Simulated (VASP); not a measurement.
A run of VASP 6.6.1 is set up as follows.

Contents of INCAR:

```
SYSTEM = Si
ALGO = Normal
EDIFF = 1E-8
ENCUT = 520
GGA = PE
IBRION = 8
ISIF = 2
ISMEAR = 0
LASPH = .True.
LCHARG = .False.
LEPSILON = .True.
LREAL = .False.
LWAVE = .False.
NELM = 80
NSW = 1
PREC = Accurate
SIGMA = 0.01
```

File KPOINTS:

```
k-points
0
Gamma
  10 10 10
  0 0 0
```

POSCAR

```
Si
1.0
    0.0000000000      2.7487841527      2.7487841527
    2.7487841527      0.0000000000      2.7487841527
    2.7487841527      2.7487841527      0.0000000000
Si
2
Direct
    0.0000000000      0.0000000000      0.0000000000
    0.2500000000      0.2500000000      0.2500000000
```

Potentials or basis: VASP PAW PBE potentials, release 64 (Si).

Command:

```console
$ cat potpaw_PBE.64/Si/POTCAR > POTCAR
$ mpirun -np 1 vasp_std > vasp.out
```

Task: What does it give for the electronic dielectric tensor (diagonal)?

Result: 13.47.

Task: Estimate the Born charges (mean of the diagonal).

Result: Si +0.00 e.

Task: What does it give for the highest phonon frequency at Γ?

Result: 495 cm⁻¹.

Electronic dielectric tensor:
```
13.47  0.00  0.00
 0.00 13.47  0.00
 0.00  0.00 13.47
```

Caveat: the cell stands under pressure or tension, which shifts response properties.
